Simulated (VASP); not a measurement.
Input of a VASP 6.6.1 run:

File INCAR:

```
SYSTEM = HfSi31
PREC = Accurate
ENCUT = 520
EDIFF = 1E-6
ISMEAR = 0
SIGMA = 0.01
LREAL = Auto
LASPH = .TRUE.
NELM = 100
ALGO = Normal
ISIF = 2
LWAVE = .FALSE.
LCHARG = .FALSE.
GGA = PE
NBANDS = 89
```

Contents of KPOINTS:

```
regular mesh
0
G
  3 3 3
  0 0 0
```

POSCAR

```
HfSi31
1.0
    5.4700936617     -5.4700936617      5.4700936617
   -5.4700936617      5.4700936617      5.4700936617
   -5.4700936617     -5.4700936617     -5.4700936617
Hf Si
1 31
Direct
    0.2500000000      0.0000000000      0.5000000000
    0.5025095267      0.0000000000      0.2460798807
    0.7500000000      0.0000000000      0.0000000000
   -0.0039201193      0.2525095267      0.5000000000
    0.2500000000      0.2525095267      0.2460798807
   -0.0039201193      0.0000000000      0.7525095267
    0.7500000000      0.5000000000      0.5000000000
    0.5039201193      0.2539201193      0.0064296460
    0.7564296460      0.2539201193      0.7539201193
   -0.0025095267      0.4935703540      0.2474904733
    0.5025095267      0.7460798807      0.5000000000
    0.2500000000      0.5000000000      0.0000000000
    0.7435703540      0.7474904733      0.2474904733
    0.5039201193      0.5064296460      0.7539201193
   -0.0025095267      0.7474904733     -0.0064296460
    0.2500000000      0.7460798807      0.7525095267
   -0.0234623460      0.7265376540      0.2265376540
    0.2500000000      0.7480791879      0.0011544691
    0.5019208121      0.7530752812      0.7519208121
    0.7511544691      0.0000000000      0.2480791879
   -0.0019208121      0.0000000000      1.0011544691
    0.7511544691      0.7480791879      0.5000000000
    0.5019208121      0.2519208121      0.2530752812
    0.2500000000      0.0000000000      0.7734623460
    0.5234623460      0.0000000000      0.5000000000
    0.7488455309      0.2469247188     -0.0011544691
    0.2500000000      0.5011544691      0.2480791879
    0.0030752812      0.2519208121      0.7519208121
    0.4969247188      0.4988455309     -0.0011544691
    0.2500000000      0.2734623460      0.5000000000
    0.7488455309      0.4988455309      0.7469247188
   -0.0019208121      0.5011544691      0.5000000000
```

Potentials or basis: VASP PAW PBE potentials, release 64 (Hf_pv, Si).

The run is started by

```console
$ cat potpaw_PBE.64/Hf_pv/POTCAR potpaw_PBE.64/Si/POTCAR > POTCAR
$ mpirun -np 1 vasp_std > vasp.out
```

Problem. Estimate the band gap on the k mesh.

Solution. 0.51 eV.

Problem. Estimate the largest force.

Solution. 0.028 eV/Å.

Problem. Estimate the pressure.

Solution. 1.9 GPa.

Forces in eV/Å, atoms in the order of the input:
```
Hf   0.000  0.000  0.000
Si  -0.011 -0.020 -0.011
Si   0.000  0.000  0.000
Si   0.011 -0.011  0.020
Si  -0.020 -0.011 -0.011
Si   0.011 -0.020  0.011
Si   0.000  0.000  0.000
Si   0.011  0.011 -0.020
Si   0.020  0.011 -0.011
Si  -0.011  0.020  0.011
Si  -0.011  0.011  0.020
Si   0.000  0.000  0.000
Si   0.020 -0.011  0.011
Si   0.011  0.020 -0.011
Si  -0.011 -0.011 -0.020
Si  -0.020  0.011  0.011
Si  -0.011 -0.011  0.011
Si   0.022 -0.013 -0.013
Si  -0.013 -0.022  0.013
Si   0.013  0.022  0.013
Si  -0.013  0.022 -0.013
Si   0.013 -0.013 -0.022
Si  -0.013 -0.013  0.022
Si   0.011  0.011  0.011
Si  -0.011  0.011 -0.011
Si   0.013 -0.022 -0.013
Si   0.022  0.013  0.013
Si  -0.022 -0.013  0.013
Si  -0.022  0.013 -0.013
Si   0.011 -0.011 -0.011
Si   0.013  0.013  0.022
Si  -0.013  0.013 -0.022
```

Caveat: spin-orbit coupling is left out, which moves the levels of the heavy elements.
